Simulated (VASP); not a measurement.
Wanted: the native input for a VASP 6.6.1 run.

```yaml
Task: single point
Functional: PBE
Potentials_or_basis: VASP PAW PBE potentials, release 64 (Ni)
Cutoff: 520 eV
k_mesh: 13 × 13 × 13
Occupations: fermi-dirac, width 0.1 eV
Spin: collinear spin, zero start
Starting_moments: "[0.0] μB"
Fixed_moment: 0 μB
Dipole_correction: no
Further_INCAR_settings: ALGO = Normal; EDIFF = 1e-06; NBANDS = 15
```

The structure of Ni lies in POSCAR:

```
Ni
1.0
    0.0000000000      1.7701000000      1.7701000000
    1.7701000000      0.0000000000      1.7701000000
    1.7701000000      1.7701000000      0.0000000000
Ni
1
Direct
    0.0000000000      0.0000000000      0.0000000000
```

The input as run:

INCAR

```
SYSTEM = Ni
PREC     = Accurate       ! precision mode
ENCUT    = 520            ! plane-wave cutoff, eV
EDIFF    = 1E-6           ! SCF threshold, eV
ISMEAR   = -1             ! smearing method
SIGMA    = 0.1            ! smearing width, eV
LREAL    = .False.        ! projectors in reciprocal space
LASPH    = .True.         ! aspherical terms in the spheres
NELM     = 150            ! most SCF steps
ALGO     = Normal         ! electronic algorithm
ISIF     = 2              ! what is computed and relaxed
LWAVE    = .False.        ! write WAVECAR
LCHARG   = .False.        ! write CHGCAR
ISPIN    = 2              ! spin polarisation
MAGMOM   = 0              ! initial moments
LORBIT   = 11             ! projections on sites
NUPDOWN  = 0.0            ! fixed moment
LMAXMIX  = 4              ! l up to which the mixer works
GGA      = PE             ! functional
NBANDS   = 15             ! bands
```

KPOINTS

```
regular mesh
0
Gamma
  13 13 13
  0 0 0
```

Potentials or basis: VASP PAW PBE potentials, release 64 (Ni).

Command:

```bash
$ cat potpaw_PBE.64/Ni/POTCAR > POTCAR
$ mpirun -np 1 vasp_std > vasp.out
```

It gave:

```
Pressure                                              : -4.0 GPa
Net moment                                            : 0.00 μB per cell
Valence electrons inside the program's atomic spheres : Ni 9.28
```

Caveat: the total moment is fixed, so each spin has its own Fermi level.

Run time: 22 s on 1 thread of Intel(R) Xeon(R) Platinum 8259CL CPU @ 2.50GHz (Skylake/Cascade Lake), on a shared host, peak memory 0.14 GiB.
